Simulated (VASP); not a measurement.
# Sc5Al11N16 (P1) in VASP: notebook

Runs on Sc5Al11N16. Level: PBE. Tasks: single point.

Everything below comes from runs of VASP 6.6.1. Logs are shortened: lines on timing, memory, paths and dates and some standing lists are left out, and cuts for length are marked.

## Step 1: The cell of the first run

The typed cell holds 32 atoms: a = 6.522 Å, b = 6.552 Å, c = 10.190 Å, α = 89.84°, β = 90.07°, γ = 120.07°.

## Step 2: Single point, PBE

INCAR reads:

```
ALGO = Normal ; EDIFF = 1E-7
ENCUT = 520 ; GGA = PE
ISIF = 2 ; ISMEAR = 0
LASPH = True ; LCHARG = True
LELF = True ; LREAL = Auto
LVHAR = True ; LWAVE = False
NBANDS = 106 ; NELM = 80
PREC = Accurate ; SIGMA = 0.01
```

KPOINTS reads:

```
k-points
0
Gamma
  4 4 3
```

POSCAR reads:

```
Sc5Al11N16
1.0
    6.5218157998     -0.0129897164     -0.0038552538
   -3.2721573243      5.6767946579      0.0089870964
   -0.0059864189      0.0126577225     10.1899258236
Al Sc N
11 5 16
Direct
    0.1665822688      0.3372778165      0.5057250861
    0.1639998007      0.8269825814     -0.0003035187
    0.3331960741      0.6661238123      0.2549057725
    0.1626773840      0.8266268517      0.4996850086
    0.3287572061      0.6682069801      0.7438367517
    0.6704076645      0.3375551633     -0.0040415618
    0.6723711178      0.3386869847      0.5043033396
    0.8324471123      0.1710278639      0.7436151133
    0.8324414911      0.6646890244      0.2504050031
    0.6671256705      0.8306653181      0.5033026976
    0.8383996793      0.6625789989      0.7474298114
    0.1659150946      0.3410940957     -0.0086950941
    0.3349793417      0.1670257549      0.2477093926
    0.3343182271      0.1605107020      0.7415029094
    0.8319754129      0.1685711230      0.2532984248
    0.6646376060      0.8313537033     -0.0092080264
    0.1754156409      0.3528388085      0.1959281837
    0.3338774149      0.1670635295      0.4599257809
    0.1601492021      0.3436641603      0.6944185811
    0.3396795579      0.1550993405      0.9507988069
    0.1569736926      0.8114142732      0.1905641242
    0.3343660584      0.6671856180      0.4454993822
    0.1546788077      0.8110952554      0.6842340872
    0.3239370772      0.6813290509      0.9286741708
    0.6784260102      0.3543723802      0.1839899221
    0.8328280362      0.1656679964      0.4584893206
    0.6865367974      0.3457665170      0.6887832794
    0.8203954407      0.1753914375      0.9320988578
    0.6575606723      0.8160126796      0.1984747327
    0.8325150990      0.6656699090      0.4413819249
    0.6680398138      0.8308051324      0.6945856868
    0.8443895273      0.6576471374      0.9346820491
```

Potentials or basis: VASP PAW PBE potentials, release 64 (Al, Sc_sv, N).

On the command line:

```console
$ cat potpaw_PBE.64/Al/POTCAR potpaw_PBE.64/Sc_sv/POTCAR potpaw_PBE.64/N/POTCAR > POTCAR
$ mpirun -np 1 vasp_std > vasp.out
```

OUTCAR:

```text
EDIFF = 1E-7
   ENCUT = 520
   GGA = PE
   ISIF = 2
   ISMEAR = 0
   LASPH = True
   LREAL = Auto
   NELM = 80
   PREC = Accurate

 ion  position               nearest neighbor table
   1  0.167  0.337  0.506-  19 1.92  26 1.94  22 1.97  18 1.97   8 3.07   5 3.07  14 3.09   3 3.16
                            15 3.19   4 3.22   7 3.23  10 3.25  13 3.26  10 3.29   7 3.29   4 3.33
   2  0.164  0.827  1.000-  24 1.88  32 1.92  20 1.93  21 1.95  11 3.16   9 3.17  13 3.18   5 3.19
                            12 3.19   3 3.20   6 3.21  14 3.24  16 3.25  16 3.27   6 3.32  12 3.36
   3  0.333  0.666  0.255-  17 1.88  29 1.92  21 1.94  22 1.94   4 3.12  10 3.16   1 3.16   2 3.20
                            15 3.26   9 3.26  12 3.26   9 3.26  15 3.27  13 3.28  13 3.28  16 3.28
   4  0.163  0.827  0.500-  23 1.88  30 1.96  22 1.96  18 1.97   5 3.09  14 3.11  11 3.12   3 3.12
                             9 3.15   7 3.19  13 3.21   1 3.22  10 3.25  10 3.28   1 3.33   7 3.34
   5  0.329  0.668  0.744-  24 1.89  23 1.90  19 1.91  31 1.98   1 3.07   4 3.09  10 3.11  12 3.13
                            16 3.15  11 3.18   2 3.19  14 3.21   8 3.24   8 3.29  11 3.34  14 3.35
   6  0.670  0.338  0.996-  28 1.89  25 1.92  32 1.92  20 1.93  11 3.13   8 3.18  13 3.19   9 3.19
                             2 3.21  14 3.21  15 3.22  12 3.22  16 3.25  16 3.30  12 3.30   2 3.32
   7  0.672  0.339  0.504-  27 1.88  26 1.95  30 1.96  18 1.96   8 3.06  14 3.08  11 3.09  15 3.17
                             9 3.18   4 3.19   1 3.23  13 3.24  10 3.24   1 3.29  10 3.31   4 3.34
   8  0.832  0.171  0.744-  27 1.90  19 1.92  28 1.92  31 1.99   7 3.06   1 3.07  10 3.12  12 3.15
                            16 3.17   6 3.18  11 3.20  14 3.21   5 3.24   5 3.29  14 3.31  11 3.35
   9  0.832  0.665  0.250-  25 1.89  29 1.92  21 1.93  30 1.95   4 3.15   2 3.17   7 3.18  10 3.19
[... 17 lines left out ...]
  19  0.160  0.344  0.694-   5 1.91   8 1.92   1 1.92  14 2.08
  20  0.340  0.155  0.951-   6 1.93   2 1.93  12 2.08  14 2.13
  21  0.157  0.811  0.191-   9 1.93   3 1.94   2 1.95  13 2.10
  22  0.334  0.667  0.445-   3 1.94   4 1.96   1 1.97  10 1.97
[... 8 lines left out ...]
  31  0.668  0.831  0.695-  10 1.95   5 1.98  11 1.99   8 1.99
  32  0.844  0.658  0.935-  11 1.91   6 1.92   2 1.92  16 2.08

  LATTYP: Found a triclinic cell.
 ALAT       =     6.5523348442
 B/A-ratio  =     0.9953444124
 C/A-ratio  =     1.5551609748
 COS(alpha) =     0.0011810864
 COS(beta)  =     0.0027411634
 COS(gamma) =     0.5011133113

  Lattice vectors:

 A1 = (  -3.2721573243,   5.6767946579,   0.0089870964)
 A2 = (  -6.5218157998,   0.0129897164,   0.0038552538)
 A3 = (  -0.0059864189,   0.0126577225,  10.1899258236)

Analysis of symmetry for initial positions (statically):
=====================================================================
 Subroutine PRICEL returns:
 Original cell was already a primitive cell.

 Routine SETGRP: Setting up the symmetry group for a
 triclinic supercell.

 Subroutine GETGRP returns: Found  1 space group operations
 (whereof  1 operations were pure point group operations)
 out of a pool of  2 trial point group operations.

The static configuration has the point symmetry C_1 .

Analysis of symmetry for dynamics (positions and initial velocities):
=====================================================================
 Subroutine PRICEL returns:
 Original cell was already a primitive cell.

 Routine SETGRP: Setting up the symmetry group for a
 triclinic supercell.

 Subroutine GETGRP returns: Found  1 space group operations
 (whereof  1 operations were pure point group operations)
 out of a pool of  2 trial point group operations.

The dynamic configuration has the point symmetry C_1 .

 Subroutine INISYM returns: Found  1 space group operations
 (whereof  1 operations are pure point group operations),
 and found     1 'primitive' translations

----------------------------------------------------------------------------------------

                                     Primitive cell

  volume of cell :     376.8279

  direct lattice vectors                    reciprocal lattice vectors
     6.521815800 -0.012989716 -0.003855254     0.153507754  0.088483331 -0.000019729
    -3.272157324  5.676794658  0.008987096     0.000351130  0.176358487 -0.000218863
    -0.005986419  0.012657722 10.189925824     0.000057768 -0.000122064  0.098136327

  length of vectors
     6.521829875  6.552334844 10.189935444     0.177183326  0.176358973  0.098136420

  position of ions in fractional coordinates (direct lattice)
     0.166582269  0.337277816  0.505725086
[... 78 lines left out ...]
     0.038376939  0.022120833 -0.000004932     0.250000000  0.000000000  0.000000000
     0.000087782  0.044089622 -0.000054716    -0.000000000  0.250000000  0.000000000
     0.000019256 -0.000040688  0.032712109    -0.000000000  0.000000000  0.333333333

  Length of vectors
     0.044295831  0.044089743  0.032712140

  Shift w.r.t. Gamma in fractional coordinates (k-lattice)
     0.000000000  0.000000000  0.000000000

 Subroutine IBZKPT returns following result:
 ===========================================

 Found     26 irreducible k-points:

 Following reciprocal coordinates:
            Coordinates               Weight
  0.000000  0.000000  0.000000      1.000000
  0.250000  0.000000  0.000000      2.000000
  0.500000  0.000000  0.000000      1.000000
 -0.000000  0.250000  0.000000      2.000000
  0.250000  0.250000  0.000000      2.000000
  0.500000  0.250000  0.000000      2.000000
[... 16 lines left out ...]
  0.000000 -0.250000  0.333333      2.000000
  0.250000 -0.250000  0.333333      2.000000
 [... further k-points ...]
   k-points           NKPTS =     26   k-points in BZ     NKDIM =     26   number of bands    NBANDS=    106
   number of dos      NEDOS =    301   number of ions     NIONS =     32
   total plane-waves  NPLWV = 200000
   dimension x,y,z NGX =    50 NGY =   50 NGZ =   80
   dimension x,y,z NGXF=   100 NGYF=  100 NGZF=  160
   ions per type =              11   5  16
   NGX,Y,Z   is equivalent  to a cutoff of  12.75, 12.69, 13.05 a.u.
   NGXF,Y,Z  is equivalent  to a cutoff of  25.49, 25.37, 26.10 a.u.
 SYSTEM =  unknown system
   PREC   = accura    normal or accurate (medium, high low for compatibility)
   ISTART =      0    job   : 0-new  1-cont  2-samecut
   ICHARG =      2    charge: 1-file 2-atom 10-const
   ISPIN  =      1    spin polarized calculation?
   LNONCOLLINEAR =      F non collinear calculations
   LSORBIT =      F    spin-orbit coupling
   LASPH  =      T    aspherical Exc in radial PAW
   ENCUT  =  520.0 eV  38.22 Ry    6.18 a.u.  12.13 12.18 18.95*2*pi/ulx,y,z
   NELM   =     80;   NELMIN=  2; NELMDL= -5     # of ELM steps
   EDIFF  = 0.1E-06   stopping-criterion for ELM
   LREAL  =      T    real-space projection
   EDIFFG = 0.1E-05   stopping-criterion for IOM
   NSW    =      0    number of steps for IOM
   IBRION =     -1    ionic relax: 0-MD 1-quasi-New 2-CG
   NFREE  =      0    steps in history (QN), initial steepest desc. (CG)
   ISIF   =      2    stress and relaxation
   ISYM   =      2    0-nonsym 1-usesym 2-fastsym
   POTIM  = 0.5000    time-step for ionic-motion
   TEBEG  =    0.0;   TEEND  =   0.0 temperature during run
   PSTRESS=    0.0 pullay stress
   NELECT =     168.0000    total number of electrons
   NUPDOWN=      -1.0000    fix difference up-down
   EMIN   =  10.00;   EMAX   =-10.00  energy-range for DOS
   EFERMI =   0.00;   METHOD = LEGACY
   ISMEAR =     0;   SIGMA  =   0.01  broadening in eV -4-tet -1-fermi 0-gaus
   EFERMI_NEDOS =   21; number of points for ismear=-14 and -15
   IALGO  =     38    algorithm
   IMIX   =      4    mixing-type and parameters
     AMIX     =   0.40;   BMIX     =  1.00
     AMIX_MAG =   1.60;   BMIX_MAG =  1.00
  volume/ion in A,a.u.               =      11.78        79.47
  Fermi-wavevector in a.u.,A,eV,Ry     =   1.250634  2.363356 21.280675  1.564086
  Thomas-Fermi vector in A             =   2.384619
   LORBIT       =      0    0 simple, 1 ext, 2 COOP (PROOUT), +10 PAW based schemes
   GGA     = PE    functional components
   LHFCALC =     F    Hartree Fock is set to
   AEXX    =    0.0000 exact exchange contribution
   IVDW    =     0    specifies the selected vdW correction
   LEPSILON=     F    determine dielectric tensor
   LRPA    =     F    only Hartree local field effects (RPA)
 non-spin polarized calculation
 Gauss-broadening in eV      SIGMA  =   0.01
  energy-cutoff  :      520.00
  volume of cell :      376.83
 maximum number of plane-waves:     10180
 NGX is ok and might be reduce to    50
   NGX = 25   NGY = 25   NGZ = 37

 number of electron     167.9999990 magnetization

 Free energy of the ion-electron system (eV)
  ---------------------------------------------------
  ext. energy  EPLUGINS =         0.00000000
  ---------------------------------------------------
  free energy    TOTEN  =      -251.00109970 eV

  energy without entropy =     -251.00109970  energy(sigma->0) =     -251.00109970

 E-fermi :   4.8208     XC(G=0): -10.7133

 val. band max:        4.7601012319   @ k =   0.0000   0.0000   0.0000
 cond. band min:       8.1848675243   @ k =   0.0000   0.0000   0.0000
 fundamental gap:      3.4247662924
 Fermi energy:         4.8207878770

 k-point     1 :       0.0000    0.0000    0.0000
  band No.  band energies     occupation
      1     -42.2514      2.00000
      2     -42.2260      2.00000
      3     -42.0789      2.00000
      4     -42.0503      2.00000
      5     -42.0024      2.00000
      6     -21.1900      2.00000
[... 2365 lines left out ...]
     95       9.7115      0.00000
     96       9.7728      0.00000

 [... further k-points ...]

 [bands above 96 left out]

------------------------ aborting loop because EDIFF is reached ----------------------------------------

  FORCE on cell =-STRESS in cart. coord.  units (eV):
  Direction    XX          YY          ZZ          XY          YZ          ZX
  --------------------------------------------------------------------------------------
  -------------------------------------------------------------------------------------
  Total        0.3578466      0.3908471      0.4078417     -0.0177310     -0.0219559      0.0239764
  in kB        1.5214735      1.6617835      1.7340402     -0.0753879     -0.0933511      0.1019418
  external PRESSURE =       1.6390991 kB  Pullay stress =       0.0000000 kB

 VOLUME and BASIS-vectors are now :
 -----------------------------------------------------------------------------
  energy-cutoff  :      520.00
  volume of cell :      376.83
      direct lattice vectors                 reciprocal lattice vectors
     6.521815800 -0.012989716 -0.003855254     0.153507754  0.088483331 -0.000019729
    -3.272157324  5.676794658  0.008987096     0.000351130  0.176358487 -0.000218863
    -0.005986419  0.012657722 10.189925824     0.000057768 -0.000122064  0.098136327

 POSITION                                       TOTAL-FORCE (eV/Angst)
 -----------------------------------------------------------------------------------
     -0.02023      1.91889      5.15569         0.003549     -0.000387      0.004748
     -1.64243      4.70513     10.19363        -0.003145     -0.002122     -0.001805
     -0.00814      3.78035      2.60217        -0.001227      0.003232      0.002834
     -1.64689      4.69680      5.09855         0.000353     -0.003255      0.002507
     -0.04684      3.79842      7.58438        -0.003822     -0.002782      0.000725
      3.26178      1.92013     10.14919        -0.002066     -0.000131     -0.000258
[... 24 lines left out ...]
      1.63415      4.71642      7.08267         0.000145     -0.001843     -0.005677
      3.34943      3.73419      9.52700         0.050625     -0.028769     -0.016805
 -----------------------------------------------------------------------------------
    total drift:                               -0.011145      0.001336      0.010590

  FREE ENERGIE OF THE ION-ELECTRON SYSTEM (eV)
  ---------------------------------------------------
  free  energy   TOTEN  =      -251.0010997036 eV

  energy  without entropy=     -251.0010997036  energy(sigma->0) =     -251.00109970
```

Wall time 76 min (1 thread of Oxide Virtual Turin-like, shared host); peak memory 0.85 GiB.

Results:

| Item | Value |
| --- | --- |
| Free energy | -251.0011 eV |
| Pressure | 0.2 GPa |
| Largest force | 0.085 eV/Å |
| Band gap on the k mesh | 3.42 eV |

Forces in eV/Å, atoms in the order of the input:
```
Al   0.004  0.000  0.005
Al  -0.003 -0.002 -0.002
Al  -0.001  0.003  0.003
Al   0.000 -0.003  0.003
Al  -0.004 -0.003  0.001
Al  -0.002  0.000  0.000
Al   0.000  0.001  0.003
Al  -0.001  0.003  0.002
Al   0.001  0.004  0.002
Al  -0.002  0.002  0.003
Al   0.004 -0.002  0.002
Sc   0.010 -0.009 -0.002
Sc   0.007 -0.018  0.014
Sc  -0.005  0.000  0.004
Sc  -0.007 -0.011  0.003
Sc   0.013 -0.006  0.012
N    0.000  0.076  0.019
N    0.000  0.001  0.038
N   -0.050  0.033 -0.020
N    0.053 -0.033  0.036
N    0.000 -0.058 -0.018
N    0.000  0.001 -0.004
N   -0.001 -0.062 -0.019
N   -0.060  0.038 -0.041
N    0.001  0.072 -0.045
N    0.001  0.000  0.052
N    0.051  0.034 -0.018
N   -0.062  0.033 -0.040
N    0.001 -0.064  0.037
N    0.001  0.000 -0.003
N    0.000 -0.002 -0.006
N    0.051 -0.029 -0.017
```

Levels at points of the mesh, in eV from the valence-band top:
| k point | band 80 | band 81 | band 82 | band 83 | band 84 | band 85 | band 86 | band 87 | band 88 | band 89 |
| --- | --- | --- | --- | --- | --- | --- | --- | --- | --- | --- |
| (0.00, 0.00, 0.00) | -0.46 | -0.35 | -0.18 | -0.11 | 0.00 | 3.42 | 3.80 | 3.84 | 4.01 | 4.10 |
| (0.50, 0.00, 0.00) | -0.33 | -0.29 | -0.26 | -0.25 | -0.07 | 3.86 | 3.99 | 4.13 | 4.20 | 4.25 |
| (0.00, 0.50, 0.00) | -0.30 | -0.25 | -0.23 | -0.20 | -0.13 | 3.99 | 4.03 | 4.09 | 4.23 | 4.46 |
| (0.50, 0.50, 0.00) | -0.33 | -0.27 | -0.21 | -0.20 | -0.10 | 3.87 | 3.93 | 4.02 | 4.21 | 4.53 |

(Part 1 of 2 ends here.)
